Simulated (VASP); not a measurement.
Ag: single point with PBE

Ag:

```
Ag
1.0
     0.00000    2.07344    2.07344
     2.07344    0.00000    2.07344
     2.07344    2.07344    0.00000
Ag
1
Direct
  0.00000 0.00000 0.00000
```

- Program: VASP 6.6.1
- Task: single point
- Functional: PBE
- Potentials or basis: VASP PAW PBE potentials, release 64 (Ag)
- Cutoff: 520 eV
- k mesh: 21 × 21 × 21
- Occupations: fermi-dirac, width 0.1 eV
- Spin: no spin polarisation

```yaml
Pressure: 0.0 GPa
```

Levels at points of the mesh, in eV from the Fermi level:
| k point | band 2 | band 3 | band 4 | band 5 | band 6 | band 7 | band 8 | band 9 | band 10 | band 11 |
| --- | --- | --- | --- | --- | --- | --- | --- | --- | --- | --- |
| (0.00, 0.00, 0.00) | -4.69 | -4.69 | -4.69 | -3.73 | -3.73 | 15.88 | 19.20 | 19.20 | 19.20 | 23.90 |

It took 64 s on 1 thread of Intel Xeon 8259CL (shared host), peak memory 0.19 GiB.
